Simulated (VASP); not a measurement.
A run of VASP 6.6.1:

File POSCAR:

```
NaCl
1.0
   -2.2193421364      2.2193421364      3.1043318560
    2.2193421364     -2.2193421364      3.1043318560
    2.2193421364      2.2193421364     -3.1043318560
Na Cl
1 1
Direct
    0.0000000000      0.0000000000      0.0000000000
    0.2500000000      0.7500000000      0.5000000000
```

INCAR.step1

```
SYSTEM = NaCl
PREC = Accurate
ENCUT = 520
EDIFF = 1E-6
ISMEAR = 0
SIGMA = 0.02
LREAL = .FALSE.
LASPH = .TRUE.
NELM = 80
ALGO = Normal
ISIF = 2
LWAVE = .FALSE.
LCHARG = .TRUE.
GGA = PE
NBANDS = 14
```

File KPOINTS.step1:

```
regular mesh
0
G
  8 8 8
  0 0 0
```

The input INCAR.step2:

```
SYSTEM = NaCl
PREC = Accurate
ENCUT = 520
EDIFF = 1E-6
ISMEAR = -5
SIGMA = 0.02
LREAL = .FALSE.
LASPH = .TRUE.
NELM = 80
ALGO = Normal
ISIF = 2
LWAVE = .FALSE.
LCHARG = .FALSE.
GGA = PE
LORBIT = 11
NBANDS = 14
NEDOS = 1001
ICHARG = 11
```

File KPOINTS.step2:

```
regular mesh
0
G
  12 12 12
  0 0 0
```

Potentials or basis: VASP PAW PBE potentials, release 64 (Na_pv, Cl).

Launch:

```sh
$ cat potpaw_PBE.64/Na_pv/POTCAR potpaw_PBE.64/Cl/POTCAR > POTCAR
$ cp INCAR.step1 INCAR
$ cp KPOINTS.step1 KPOINTS
$ mpirun -np 1 vasp_std > vasp.out
$ cp INCAR.step2 INCAR
$ cp KPOINTS.step2 KPOINTS
$ mpirun -np 1 vasp_std > vasp.out
```

Hardware: 1 thread of AMD EPYC 9R45 96-Core Processor (Zen 5) (shared host).

**Question.** How long does it take, and how much memory?

**Answer.** It took 86 s on 1 thread of AMD EPYC 9R45 96-Core Processor (Zen 5) (shared host), peak memory 0.24 GiB. Counts: k points 163.
